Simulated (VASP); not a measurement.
# Be (P6_3/mmc) in VASP: a series of runs

Runs on Be. Level: PBE. Tasks: single point.

All numbers are computed with VASP 6.6.1; they aren't measurements. Logs are shortened: lines on timing, memory, paths and dates and some standing lists are left out, and cuts for length are marked.

**1. The cell of the first run**

The structure is hexagonal, space group P6_3/mmc (No. 194). Conventional cell: a = 2.286 Å, b = 2.286 Å, c = 3.584 Å, α = 90.00°, β = 90.00°, γ = 120.00°. Within 2.9 Å of Be (site symmetry -6m2) lie 12 Be at 2.23 to 2.29 Å.

**2. Single point, PBE**

File INCAR:

```
ALGO = Normal ; EDIFF = 1E-6
ENCUT = 600 ; GGA = PE
GGA_COMPAT = False ; ISIF = 2
ISMEAR = 0 ; LASPH = True
LCHARG = False ; LREAL = False
LWAVE = False ; NBANDS = 9
NELM = 120 ; PREC = Accurate
SIGMA = 0.1
```

File KPOINTS:

```
k-points
0
Gamma
  9 9 6
```

File POSCAR:

```
Be
1.0
    2.2858000000      0.0000000000      0.0000000000
   -1.1429000000      1.9795608700      0.0000000000
    0.0000000000      0.0000000000      3.5843000000
Be
2
Direct
    0.3333333300      0.6666666700      0.2500000000
    0.6666666700      0.3333333300      0.7500000000
```

Potentials or basis: VASP PAW PBE potentials, release 64 (Be).

The run is started by

```console
cat potpaw_PBE.64/Be/POTCAR > POTCAR
mpirun -np 1 vasp_std > vasp.out
```

OUTCAR:

```text
EDIFF = 1E-6
   ENCUT = 600
   GGA = PE
   ISIF = 2
   ISMEAR = 0
   LASPH = True
   LREAL = False
   NELM = 120
   PREC = Accurate

 ion  position               nearest neighbor table
   1  0.333  0.667  0.250-   2 2.23   2 2.23   2 2.23   2 2.23   2 2.23   2 2.23
   2  0.667  0.333  0.750-   1 2.23   1 2.23   1 2.23   1 2.23   1 2.23   1 2.23

  LATTYP: Found a hexagonal cell.
 ALAT       =     2.2858000000
 C/A-ratio  =     1.5680724473

  Lattice vectors:

 A1 = (   2.2858000000,   0.0000000000,   0.0000000000)
 A2 = (  -1.1429000000,   1.9795608700,   0.0000000000)
 A3 = (   0.0000000000,   0.0000000000,   3.5843000000)

Analysis of symmetry for initial positions (statically):
=====================================================================
 Subroutine PRICEL returns:
 Original cell was already a primitive cell.

 Routine SETGRP: Setting up the symmetry group for a
 hexagonal supercell.

 Subroutine GETGRP returns: Found 24 space group operations
 (whereof 12 operations were pure point group operations)
 out of a pool of 24 trial point group operations.

The static configuration has the point symmetry D_3d.
 The point group associated with its full space group is D_6h.

Analysis of symmetry for dynamics (positions and initial velocities):
=====================================================================
 Subroutine PRICEL returns:
 Original cell was already a primitive cell.

 Routine SETGRP: Setting up the symmetry group for a
 hexagonal supercell.

 Subroutine GETGRP returns: Found 24 space group operations
 (whereof 12 operations were pure point group operations)
 out of a pool of 24 trial point group operations.

The dynamic configuration has the point symmetry D_3d.
 The point group associated with its full space group is D_6h.

 Subroutine INISYM returns: Found 24 space group operations
 (whereof 12 operations are pure point group operations),
 and found     1 'primitive' translations

----------------------------------------------------------------------------------------

                                     Primitive cell

  volume of cell :      16.2185

  direct lattice vectors                    reciprocal lattice vectors
     2.285800000  0.000000000  0.000000000     0.437483594  0.252581271  0.000000000
    -1.142900000  1.979560870  0.000000000     0.000000000  0.505162541  0.000000000
     0.000000000  0.000000000  3.584300000     0.000000000  0.000000000  0.278994504

  length of vectors
     2.285800000  2.285800002  3.584300000     0.505162542  0.505162541  0.278994504

  position of ions in fractional coordinates (direct lattice)
     0.333333330  0.666666670  0.250000000
     0.666666670  0.333333330  0.750000000

  ion indices of the primitive-cell ions
   primitive index   ion index
                 1           1
                 2           2

----------------------------------------------------------------------------------------

 KPOINTS: k-points

Automatic generation of k-mesh.
 Grid dimensions read from file:
 generate k-points for:    9    9    6

 Generating k-lattice:

  Cartesian coordinates                     Fractional coordinates (reciprocal lattice)
     0.048609288  0.028064586  0.000000000     0.111111111 -0.000000000  0.000000000
     0.000000000  0.056129171  0.000000000     0.000000000  0.111111111  0.000000000
     0.000000000  0.000000000  0.046499084     0.000000000  0.000000000  0.166666667

  Length of vectors
     0.056129171  0.056129171  0.046499084

  Shift w.r.t. Gamma in fractional coordinates (k-lattice)
     0.000000000  0.000000000  0.000000000

 Subroutine IBZKPT returns following result:
 ===========================================

 Found     48 irreducible k-points:

 Following reciprocal coordinates:
            Coordinates               Weight
  0.000000  0.000000  0.000000      1.000000
  0.111111  0.000000  0.000000      6.000000
  0.222222  0.000000  0.000000      6.000000
  0.333333  0.000000  0.000000      6.000000
  0.444444  0.000000  0.000000      6.000000
  0.111111  0.111111  0.000000      6.000000
[... 16 lines left out ...]
  0.333333  0.222222  0.166667     24.000000
  0.333333  0.333333  0.166667      4.000000
 [... further k-points ...]
   k-points           NKPTS =     48   k-points in BZ     NKDIM =     48   number of bands    NBANDS=      9
   number of dos      NEDOS =    301   number of ions     NIONS =      2
   total plane-waves  NPLWV =   9720
   dimension x,y,z NGX =    18 NGY =   18 NGZ =   30
   dimension x,y,z NGXF=    36 NGYF=   36 NGZF=   60
   ions per type =               2
   NGX,Y,Z   is equivalent  to a cutoff of  13.09, 13.09, 13.91 a.u.
   NGXF,Y,Z  is equivalent  to a cutoff of  26.18, 26.18, 27.83 a.u.
 SYSTEM =  unknown system
   PREC   = accura    normal or accurate (medium, high low for compatibility)
   ISTART =      0    job   : 0-new  1-cont  2-samecut
   ICHARG =      2    charge: 1-file 2-atom 10-const
   ISPIN  =      1    spin polarized calculation?
   LNONCOLLINEAR =      F non collinear calculations
   LSORBIT =      F    spin-orbit coupling
   LASPH  =      T    aspherical Exc in radial PAW
   ENCUT  =  600.0 eV  44.10 Ry    6.64 a.u.   4.57  4.57  7.16*2*pi/ulx,y,z
   NELM   =    120;   NELMIN=  2; NELMDL= -5     # of ELM steps
   EDIFF  = 0.1E-05   stopping-criterion for ELM
   LREAL  =      F    real-space projection
   EDIFFG = 0.1E-04   stopping-criterion for IOM
   NSW    =      0    number of steps for IOM
   IBRION =     -1    ionic relax: 0-MD 1-quasi-New 2-CG
   NFREE  =      0    steps in history (QN), initial steepest desc. (CG)
   ISIF   =      2    stress and relaxation
   ISYM   =      2    0-nonsym 1-usesym 2-fastsym
   POTIM  = 0.5000    time-step for ionic-motion
   TEBEG  =    0.0;   TEEND  =   0.0 temperature during run
   PSTRESS=    0.0 pullay stress
   NELECT =       4.0000    total number of electrons
   NUPDOWN=      -1.0000    fix difference up-down
   EMIN   =  10.00;   EMAX   =-10.00  energy-range for DOS
   EFERMI =   0.00;   METHOD = LEGACY
   ISMEAR =     0;   SIGMA  =   0.10  broadening in eV -4-tet -1-fermi 0-gaus
   EFERMI_NEDOS =   21; number of points for ismear=-14 and -15
   IALGO  =     38    algorithm
   IMIX   =      4    mixing-type and parameters
     AMIX     =   0.40;   BMIX     =  1.00
     AMIX_MAG =   1.60;   BMIX_MAG =  1.00
  volume/ion in A,a.u.               =       8.11        54.72
  Fermi-wavevector in a.u.,A,eV,Ry     =   1.026655  1.940096 14.340808  1.054020
  Thomas-Fermi vector in A             =   2.160559
   LORBIT       =      0    0 simple, 1 ext, 2 COOP (PROOUT), +10 PAW based schemes
   GGA     = PE    functional components
   LHFCALC =     F    Hartree Fock is set to
   AEXX    =    0.0000 exact exchange contribution
   IVDW    =     0    specifies the selected vdW correction
   LEPSILON=     F    determine dielectric tensor
   LRPA    =     F    only Hartree local field effects (RPA)
 non-spin polarized calculation
 Gauss-broadening in eV      SIGMA  =   0.10
  energy-cutoff  :      600.00
  volume of cell :       16.22
 maximum number of plane-waves:       554
   NGX =  9   NGY =  9   NGZ = 15

 number of electron       4.0000000 magnetization

 Free energy of the ion-electron system (eV)
  ---------------------------------------------------
  ext. energy  EPLUGINS =         0.00000000
  ---------------------------------------------------
  free energy    TOTEN  =        -7.54742257 eV

  energy without entropy =       -7.54671039  energy(sigma->0) =       -7.54706648

 E-fermi :   6.5256     XC(G=0): -10.5223

 val. band max:        6.3515825335   @ k =   0.3333   0.1111   0.0000
 cond. band min:       6.5533965599   @ k =   0.3333   0.0000   0.0000
 fundamental gap:      0.2018140264
 Fermi energy:         6.5256116818

 k-point     1 :       0.0000    0.0000    0.0000
  band No.  band energies     occupation
      1      -4.3928      2.00000
      2       2.5059      2.00000
      3       7.9179      0.00000
      4      22.4153      0.00000
      5      22.4153      0.00000
      6      25.2344      0.00000
      7      25.2344      0.00000
      8      27.4024      0.00000
      9      33.4536      0.00000

 k-point     2 :       0.1111    0.0000    0.0000
  band No.  band energies     occupation
      1      -4.0418      2.00000
      2       2.9613      2.00000
      3       8.0224      0.00000
      4      19.9329      0.00000
      5      20.7848      0.00000
      6      25.1840      0.00000
      7      25.8157      0.00000
      8      26.6428      0.00000
      9      29.8947      0.00000

 k-point     3 :       0.2222    0.0000    0.0000
  band No.  band energies     occupation
      1      -2.9880      2.00000
      2       4.3209      2.00000
      3       8.1774      0.00000
      4      15.6404      0.00000
      5      18.5668      0.00000
      6      23.5563      0.00000
      7      23.8614      0.00000
      8      25.2445      0.00000
      9      26.4903      0.00000

 k-point     4 :       0.3333    0.0000    0.0000
  band No.  band energies     occupation
      1      -1.2404      2.00000
      2       6.5534      0.69437
      3       7.2988      0.00000
      4      12.9690      0.00000
      5      16.9357      0.00000
      6      18.8100      0.00000
      7      20.2198      0.00000
      8      24.1900      0.00000
      9      25.9888      0.00000
[... 205 lines left out ...]
 k-point    22 :       0.2222    0.2222    0.1667
  band No.  band energies     occupation
      1       0.0704      2.00000
      2       5.5797      2.00000
      3      10.3516      0.00000
      4      10.4073      0.00000
      5      14.1019      0.00000
      6      17.7560      0.00000
      7      20.0614      0.00000
      8      22.7468      0.00000
      9      25.5657      0.00000

 k-point    23 :       0.3333    0.2222    0.1667
  band No.  band energies     occupation
      1       2.4633      2.00000
      2       5.6142      2.00000
      3       8.3522      0.00000
      4      10.9652      0.00000
      5      12.7154      0.00000
      6      15.5690      0.00000
      7      19.9633      0.00000
      8      21.2271      0.00000
      9      23.7216      0.00000

 k-point    24 :       0.3333    0.3333    0.1667
  band No.  band energies     occupation
      1       4.6981      2.00000
      2       5.7671      2.00000
      3       5.7671      2.00000
      4      11.8231      0.00000
      5      13.2572      0.00000
      6      13.2572      0.00000
      7      21.0013      0.00000
      8      21.0013      0.00000
      9      21.2063      0.00000

 [... further k-points ...]
[... 5 lines left out ...]
  --------------------------------------------------------------------------------------
  -------------------------------------------------------------------------------------
  Total       -0.2067731     -0.2067731     -0.4482116      0.0000000      0.0000000      0.0000000
  in kB      -20.4264616    -20.4264616    -44.2774132      0.0000000      0.0000000      0.0000000
  external PRESSURE =     -28.3767788 kB  Pullay stress =       0.0000000 kB

 VOLUME and BASIS-vectors are now :
 -----------------------------------------------------------------------------
  energy-cutoff  :      600.00
  volume of cell :       16.22
      direct lattice vectors                 reciprocal lattice vectors
     2.285800000  0.000000000  0.000000000     0.437483594  0.252581271  0.000000000
    -1.142900000  1.979560870  0.000000000     0.000000000  0.505162541  0.000000000
     0.000000000  0.000000000  3.584300000     0.000000000  0.000000000  0.278994504

 POSITION                                       TOTAL-FORCE (eV/Angst)
 -----------------------------------------------------------------------------------
     -0.00000      1.31971      0.89607        -0.000000      0.000000      0.000000
      1.14290      0.65985      2.68823         0.000000     -0.000000      0.000000
 -----------------------------------------------------------------------------------
    total drift:                                0.000000     -0.000000      0.000000

  FREE ENERGIE OF THE ION-ELECTRON SYSTEM (eV)
  ---------------------------------------------------
  free  energy   TOTEN  =        -7.5474225749 eV

  energy  without entropy=       -7.5467103935  energy(sigma->0) =       -7.54706648
```

Wall time 3 s (1 thread of Intel Xeon 6975P-C (Granite Rapids), shared host); peak memory 0.12 GiB.

Results:

| Property | Result |
| --- | --- |
| Free energy | -7.5474 eV |
| Pressure | -2.8 GPa |
| Band gap on the k mesh | zero (band 2 reaches 7.88 eV, above the bottom of band 3 at 5.72 eV) |

**3. Single point, PBE**

This run uses another cell than the first one, of 7.90 Å³/atom, 0.975 times its volume.

File INCAR:

```
PREC     = Accurate       # precision mode
ENCUT    = 600            # plane-wave cutoff, eV
EDIFF    = 1E-6           # SCF threshold, eV
ISMEAR   = 0              # smearing method
SIGMA    = 0.1            # smearing width, eV
LREAL    = F              # projectors in reciprocal space
LASPH    = T              # aspherical terms in the spheres
NELM     = 120            # most SCF steps
ALGO     = Normal         # electronic algorithm
ISIF     = 2              # what is computed and relaxed
LWAVE    = F              # write WAVECAR
LCHARG   = F              # write CHGCAR
GGA      = PE             # functional
NBANDS   = 9              # bands
GGA_COMPAT= F
```

File KPOINTS:

```
regular mesh
0
Gamma
  21 21 12
```

File POSCAR:

```
Be
1.0
    2.2624629793      0.0000000000      0.0000000000
   -1.1312314897      1.9593504152      0.0000000000
    0.0000000000      0.0000000000      3.5663866017
Be
2
Direct
    0.3333333333      0.6666666667      0.2500000000
    0.6666666667      0.3333333333      0.7500000000
```

Potentials or basis: VASP PAW PBE potentials, release 64 (Be).

The run is started by

```console
cat potpaw_PBE.64/Be/POTCAR > POTCAR
mpirun -np 1 vasp_std > vasp.out
```

It took 16 s on 1 thread of Intel Xeon 6975P-C (Granite Rapids), shared host; peak memory 0.16 GiB.

The run converged. Its results:

```yaml
Free_energy: -7.5306 eV
Pressure: 0.2 GPa
Band_gap_on_the_k_mesh: zero (band 2 reaches 8.02 eV, above the bottom of band 3 at 5.93 eV)
```

Levels at points of the mesh, in eV from the Fermi level:
| k point | band 1 | band 2 | band 3 | band 4 | band 5 | band 6 |
| --- | --- | --- | --- | --- | --- | --- |
| (0.00, 0.00, 0.00) | -11.39 | -4.49 | 1.05 | 15.98 | 15.98 | 18.82 |
| (0.00, 0.00, 0.50) | -9.23 | -9.23 | 10.64 | 10.64 | 17.62 | 17.62 |
